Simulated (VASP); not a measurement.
# Hg (Fm-3m) in VASP: notebook, part 2 of 2

VASP 6.6.1. The steps go on from the part before.

## (6) Single point, PBE (32.46 Å³/atom)

This run uses another cell than the first one, of 32.46 Å³/atom.

Contents of INCAR:

```
SYSTEM = Hg
  PREC = Accurate
  ENCUT = 500
  EDIFF = 1E-6
  ISMEAR = 0
  SIGMA = 0.05
  LREAL = .False.
  LASPH = .True.
  NELM = 120
  ALGO = Normal
  ISIF = 2
  LWAVE = .False.
  LCHARG = .True.
  GGA = PE
  LELF = .True.
  LVHAR = .True.
  NBANDS = 12
  GGA_COMPAT = .False.
```

Contents of KPOINTS:

```
regular mesh
0
Gamma
  16 16 16
  0 0 0
```

Contents of POSCAR:

```
Hg
1.0
    0.0000000000      2.5318349464      2.5318349464
    2.5318349464      0.0000000000      2.5318349464
    2.5318349464      2.5318349464      0.0000000000
Hg
1
Direct
    0.0000000000      0.0000000000      0.0000000000
```

Potentials or basis: VASP PAW PBE potentials, release 64 (Hg).

Run with:

```console
$ cat potpaw_PBE.64/Hg/POTCAR > POTCAR
$ mpirun -np 1 vasp_std > vasp.out
```

OUTCAR:

```text
SYSTEM = Hg
   PREC = Accurate
   ENCUT = 500
   EDIFF = 1E-6
   ISMEAR = 0
   LREAL = .False.
   LASPH = .True.
   NELM = 120
   ISIF = 2
   GGA = PE

 ion  position               nearest neighbor table
   1  0.000  0.000  0.000-

  LATTYP: Found a face centered cubic cell.
 ALAT       =     5.0636698928

  Lattice vectors:

 A1 = (   0.0000000000,   2.5318349464,   2.5318349464)
 A2 = (   2.5318349464,   0.0000000000,   2.5318349464)
 A3 = (   2.5318349464,   2.5318349464,   0.0000000000)

Analysis of symmetry for initial positions (statically):
=====================================================================
 Subroutine PRICEL returns:
 Original cell was already a primitive cell.

 Routine SETGRP: Setting up the symmetry group for a
 face centered cubic supercell.

 Subroutine GETGRP returns: Found 48 space group operations
 (whereof 48 operations were pure point group operations)
 out of a pool of 48 trial point group operations.

The static configuration has the point symmetry O_h .

Analysis of symmetry for dynamics (positions and initial velocities):
=====================================================================
 Subroutine PRICEL returns:
[... 161 lines left out ...]
 Fermi energy:         0.1470919893

 k-point     1 :       0.0000    0.0000    0.0000
  band No.  band energies     occupation
      1      -6.1617      2.00000
      2      -5.5554      2.00000
      3      -5.5554      2.00000
      4      -5.5554      2.00000
      5      -5.2357      2.00000
      6      -5.2357      2.00000
      7      12.5614      0.00000
      8      12.5614      0.00000
      9      12.5614      0.00000
     10      13.4482      0.00000
     11      16.1588      0.00000
     12      17.1242      0.00000
[... 331 lines left out ...]
 k-point    24 :      -0.0625    0.0625    0.0000
  band No.  band energies     occupation
      1      -5.9681      2.00000
      2      -5.5725      2.00000
      3      -5.5278      2.00000
      4      -5.5084      2.00000
      5      -5.2560      2.00000
      6      -5.2246      2.00000
      7      10.8036      0.00000
      8      11.4823      0.00000
      9      12.7240      0.00000
     10      13.5141      0.00000
     11      16.3878      0.00000
     12      17.1874      0.00000

 [... further k-points ...]
[... 5 lines left out ...]
  --------------------------------------------------------------------------------------
  -------------------------------------------------------------------------------------
  Total        0.0059308      0.0059308      0.0059308     -0.0000000      0.0000000      0.0000000
  in kB        0.2927450      0.2927450      0.2927450     -0.0000000      0.0000000      0.0000000
  external PRESSURE =       0.2927450 kB  Pullay stress =       0.0000000 kB

 VOLUME and BASIS-vectors are now :
 -----------------------------------------------------------------------------
  energy-cutoff  :      500.00
  volume of cell :       32.46
      direct lattice vectors                 reciprocal lattice vectors
     0.000000000  2.531834946  2.531834946    -0.197485227  0.197485227  0.197485227
     2.531834946  0.000000000  2.531834946     0.197485227 -0.197485227  0.197485227
     2.531834946  2.531834946  0.000000000     0.197485227  0.197485227 -0.197485227

 POSITION                                       TOTAL-FORCE (eV/Angst)
 -----------------------------------------------------------------------------------
      0.00000      0.00000      0.00000         0.000000      0.000000      0.000000
 -----------------------------------------------------------------------------------
    total drift:                               -0.000000     -0.000000     -0.000000

  FREE ENERGIE OF THE ION-ELECTRON SYSTEM (eV)
  ---------------------------------------------------
  free  energy   TOTEN  =        -0.1753571436 eV

  energy  without entropy=       -0.1753569652  energy(sigma->0) =       -0.17535705
```

OSZICAR:

```text
N       E                     dE             d eps       ncg     rms          rms(c)
DAV:   1     0.710726149999E+02    0.71073E+02   -0.60585E+03  3640   0.883E+02
DAV:   2     0.119585424489E+01   -0.69877E+02   -0.65504E+02  3796   0.215E+02
DAV:   3    -0.180964668852E+00   -0.13768E+01   -0.13760E+01  4184   0.336E+01
DAV:   4    -0.182455845197E+00   -0.14912E-02   -0.14912E-02  3952   0.119E+00
DAV:   5    -0.182458521989E+00   -0.26768E-05   -0.26768E-05  4232   0.476E-02    0.124E+00
DAV:   6    -0.175401950944E+00    0.70566E-02   -0.18681E-02  4176   0.146E+00    0.102E+00
DAV:   7    -0.175189802090E+00    0.21215E-03   -0.25311E-03  4068   0.452E-01    0.504E-01
DAV:   8    -0.175337621902E+00   -0.14782E-03   -0.33110E-04  3820   0.205E-01    0.178E-02
DAV:   9    -0.175355388204E+00   -0.17766E-04   -0.14104E-05  3988   0.301E-02    0.430E-03
DAV:  10    -0.175357163961E+00   -0.17758E-05   -0.24457E-06  3848   0.146E-02    0.816E-04
DAV:  11    -0.175357143645E+00    0.20317E-07   -0.24193E-08  2104   0.114E-03
   1 F= -.17535714E+00 E0= -.17535705E+00  d E =-.178415E-06
```

Run time: 69 s. Hardware: 1 thread of Intel Xeon 8259CL, shared host; peak memory 0.19 GiB.

Results:

| Item | Value |
| --- | --- |
| Free energy | -0.1754 eV |
| Pressure | 0.0 GPa |

Caveat: spin-orbit coupling is left out, which moves the levels of the heavy elements.

## (7) Overview

| cell | gap on the mesh (eV) | pressure (GPa) |
| --- | --- | --- |
| a = 3.348 Å, angles 60.0°, 1 atom | none | 1.6 |
| a = 3.465 Å, angles 60.0°, 1 atom | none | 0.4 |
| a = 3.514 Å, angles 60.0°, 1 atom | none | 0.5 |
| a = 3.572 Å, angles 60.0°, 1 atom | - | 0.1 |
| a = 3.581 Å, angles 60.0°, 1 atom | - | 0.0 |

Alike in all rows: task single point; level PBE; potentials or basis VASP PAW PBE potentials, release 64 (Hg); no spin polarisation; k mesh 16 × 16 × 16; cutoff (eV) 500; smearing gaussian 0.05 eV.

Caveats: spin-orbit coupling is left out, which moves the levels of the heavy elements.

Absolute energies hang on the potentials; compare differences alone.
